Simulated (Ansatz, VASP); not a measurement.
# P in VASP and in Ansatz

```xyz
8
Lattice="3.2962 0.0000 0.0000 0.0000 4.4392 0.0000 0.0000 0.0000 21.7462" Properties=species:S:1:pos:R:3 pbc="T T T"
P     1.6481    4.0729    4.5000
P     0.0000    2.5858    4.5000
P     1.6481    0.3663    6.6231
P     0.0000    1.8533    6.6231
P     2.0601    0.9211   10.3331
P     3.7082    2.4082   10.3331
P     2.0601    4.6278   12.4562
P     3.7082    3.1407   12.4562
```

Alike in both runs: task single point; functional PBE; dispersion D3(BJ); k mesh 8 × 6 × 1; occupations gaussian, width 0.05 eV; no spin polarisation.

|  | VASP | Ansatz |
| --- | --- | --- |
| version | VASP 6.6.1 | Ansatz 0.2.0 |
| potentials or method | VASP PAW PBE potentials, release 64 (P), cutoff 520 eV | scalar-relativistic, plane waves, PAW |
| valence electrons in the cell | 40 | 40 |

|  | VASP | Ansatz | Ansatz less VASP |
| --- | --- | --- | --- |
| gap on the k mesh at the Fermi level (eV) | 0.33 | 0.32 | -0.010 |
| least direct gap on the mesh (eV) | 0.33 | 0.32 | -0.010 |
| rms of the force components (eV/Å) | 0.034 | 0.039 | +0.0054 |

Atom by atom the forces differ by 0.031 eV/Å (rms over components).
